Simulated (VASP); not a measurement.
The system is MoS2.

```
Mo S
1.0
     1.58000    0.91221    6.15000
    -1.58000    0.91221    6.15000
     0.00000   -1.82443    6.15000
Mo S
1 2
Direct
  0.00000 0.00000 0.00000
  0.41700 0.41700 0.41700
  0.25000 0.25000 0.25000
```

Base run:

- Program: VASP 6.6.1
- Functional: PBEsol
- Potentials or basis: VASP PAW PBE potentials, release 64 (Mo_sv, S)
- Cutoff: 520 eV
- k mesh: 6 × 6 × 6
- Occupations: fermi-dirac, width 0.05 eV
- Spin: no spin polarisation

Its results: band gap on the k mesh 0.91 eV (least direct gap 1.71 eV); pressure 0.3 GPa; largest force 0.266 eV/Å.

Q: The run is repeated on the same cell with these changes: k mesh from 6 × 6 × 6 to 8 × 8 × 8. What comes out?

A: Band gap on the k mesh 1.00 eV (least direct gap 2.03 eV); pressure 0.3 GPa; largest force 0.261 eV/Å.

Caveats: the PAW data sets were made with another functional, which shifts forces and pressure a little.

A k mesh can miss the band edges.
